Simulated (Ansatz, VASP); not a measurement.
## Two plane-wave programs on Si4C

```
CELL_PARAMETERS angstrom
0.00000 3.39488 3.39488
3.39488 0.00000 3.39488
3.39488 3.39488 0.00000
ATOMIC_POSITIONS crystal
Si 0.39442 0.39442 0.39442
Si 0.39442 0.39442 0.81675
Si 0.39442 0.81675 0.39442
Si 0.81675 0.39442 0.39442
C 0.75000 0.75000 0.75000
```

Alike in both runs: task relaxation of cell and atoms; functional PBE; k mesh 4 × 4 × 4; occupations gaussian, width 0.1 eV; collinear spin.

```csv
,VASP,Ansatz
version,VASP 6.6.1,Ansatz 0.2.0
potentials or method,"VASP PAW PBE potentials, release 64 (Si, C), cutoff 600 eV","scalar-relativistic, plane waves, PAW"
valence electrons in the cell,20,20
```

```csv
,VASP,Ansatz,Ansatz less VASP
"gap on the k mesh at the Fermi level, each at its own relaxed structure (eV)",none,none,-
net moment per atom (μB),0.00,0.00,0.000
relaxed volume (Å³/atom),16.70,16.70,-0.006
relaxed length of the cell vector where the two differ most in proportion (Å),4.906,4.906,-0.0006
```

A gap of «none» marks a metal or a gap that the smearing closes. Ansatz's warnings: seeded moment not kept.

The k mesh is coarse, so the values compare programs but aren't converged.
